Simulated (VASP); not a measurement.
A run of VASP 6.6.1 is set up as follows.

INCAR

```
SYSTEM = ZnS
  ALGO = Normal
  EDIFF = 1E-6
  EDIFFG = -0.005
  ENCUT = 600
  GGA = PE
  IBRION = 2
  ISIF = 3
  ISMEAR = 0
  LASPH = .TRUE.
  LCHARG = .FALSE.
  LREAL = .FALSE.
  LWAVE = .FALSE.
  NELM = 100
  NSW = 100
  PREC = Accurate
  SIGMA = 0.02
```

Contents of KPOINTS:

```
k-points
0
G
  12 12 6
  0 0 0
```

The input POSCAR:

```
ZnS
1.0
    3.8212050000      0.0000000000      0.0000000000
   -1.9106030000      3.3092610000      0.0000000000
    0.0000000000      0.0000000000      6.2400020000
Zn S
2 2
Direct
    0.0000000000      0.0000000000      0.0000000000
    0.3333333300      0.6666666700      0.5000000000
    0.0000000000      0.0000000000      0.3750000000
    0.3333333300      0.6666666700      0.8750000000
```

Potentials or basis: VASP PAW PBE potentials, release 64 (Zn, S).

Command:

```sh
$ cat potpaw_PBE.64/Zn/POTCAR potpaw_PBE.64/S/POTCAR > POTCAR
$ mpirun -np 1 vasp_std > vasp.out
```

Task: What does it give for the space group after relaxing (to 0.05 Å)?

Result: P6_3mc (No. 186).

Task: What does it give for the relaxed cell?

Result: a = 3.848 Å, b = 3.848 Å, c = 6.309 Å, α = 90.00°, β = 90.00°, γ = 120.00°.

Task: What does it give for the relaxed volume?

Result: 20.23 Å³/atom.

Step by step:
```tsv
step	energy change (eV)	largest force (eV/Å)	pressure (GPa)	volume (Å³)
1	0.0000	0.0057	1.83	78.91
2	-0.0105	0.0105	-0.54	81.51
3	-0.0114	0.0075	-0.01	80.90
4	-0.0114	0.0077	-0.04	80.94
5	-0.0114	0.0080	0.07	80.88
6	-0.0114	0.0084	0.01	80.89
7	-0.0114	0.0056	-0.01	80.90
8	-0.0115	0.0016	-0.04	80.93
9	-0.0115	0.0004	0.05	80.89
10	-0.0115	0.0005	-0.02	80.91
```
